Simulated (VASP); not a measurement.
A run of VASP 6.6.1:

The input INCAR:

```
SYSTEM = Pr5Pb4
PREC     = Accurate       ! precision mode
ENCUT    = 500            ! plane-wave cutoff, eV
EDIFF    = 1E-6           ! SCF threshold, eV
ISMEAR   = 0              ! smearing method
SIGMA    = 0.1            ! smearing width, eV
LREAL    = Auto         
LASPH    = .TRUE.         ! aspherical terms in the spheres
NELM     = 200            ! most SCF steps
ALGO     = Normal         ! electronic algorithm
ISIF     = 2              ! what is computed and relaxed
LWAVE    = .FALSE.        ! write WAVECAR
LCHARG   = .FALSE.        ! write CHGCAR
GGA      = PE             ! functional
NBANDS   = 246            ! bands
GGA_COMPAT= .FALSE.      
LMAXMIX  = 6              ! l up to which the mixer works
NCORE    = 4
```

The input KPOINTS:

```
regular mesh
0
G
  1 2 2
  0 0 0
```

The input POSCAR:

```
Pr5Pb4
1.0
   16.2360290000      0.0000000000      0.0000000000
    0.0000000000      8.6169090000      0.0000000000
    0.0000000000      0.0000000000      8.5244230000
Pr Pb
20 16
Direct
    0.8670640000      0.5919750000      0.3814940000
    0.1329360000      0.4080250000      0.8814940000
    0.3673210000      0.9080570000      0.6184770000
    0.6326790000      0.0919430000      0.1184770000
    0.6326790000      0.9080570000      0.6184770000
    0.3673210000      0.0919430000      0.1184770000
    0.1329360000      0.5919750000      0.3814940000
    0.8670640000      0.4080250000      0.8814940000
    0.8521200000      0.0740840000      0.5343350000
    0.1478800000      0.9259150000      0.0343350000
    0.3523760000      0.4259860000      0.4656720000
    0.6476240000      0.5740140000      0.9656720000
    0.6476240000      0.4259860000      0.4656720000
    0.3523760000      0.5740140000      0.9656720000
    0.1478800000      0.0740840000      0.5343350000
    0.8521200000      0.9259150000      0.0343350000
    0.0000000000      0.2531790000      0.2129430000
    0.0000000000      0.7468210000      0.7129430000
    0.5000000000      0.2468780000      0.7870460000
    0.5000000000      0.7531220000      0.2870460000
    0.7056370000      0.7811520000      0.2758770000
    0.2943630000      0.2188480000      0.7758770000
    0.2059920000      0.7187370000      0.7241250000
    0.7940080000      0.2812630000      0.2241250000
    0.7940080000      0.7187370000      0.7241250000
    0.2059920000      0.2812630000      0.2241250000
    0.2943630000      0.7811520000      0.2758770000
    0.7056370000      0.2188480000      0.7758770000
    0.0000000000      0.3712080000      0.5801080000
    0.0000000000      0.6287920000      0.0801080000
    0.5000000000      0.1288500000      0.4199020000
    0.5000000000      0.8711500000      0.9199010000
    0.0000000000      0.8943610000      0.3417370000
    0.0000000000      0.1056390000      0.8417370000
    0.5000000000      0.6056010000      0.6582640000
    0.5000000000      0.3943990000      0.1582640000
```

Potentials or basis: VASP PAW PBE potentials, release 64 (Pr_3, Pb_d), 4f in core.

Run with:

```bash
$ cat potpaw_PBE.64/Pr_3/POTCAR potpaw_PBE.64/Pb_d/POTCAR > POTCAR
$ mpirun -np 4 vasp_std > vasp.out
```

Hardware: 4 MPI ranks on AMD EPYC 7R43 64-Core Processor (Zen 3), with other jobs on the host.

How long does it take, and how much memory?

Wall time 12 min on 4 MPI ranks on AMD EPYC 7R43 64-Core Processor (Zen 3), with other jobs on the host, peak memory 0.44 GiB a rank. Counts: scf iterations 16, k points 4.
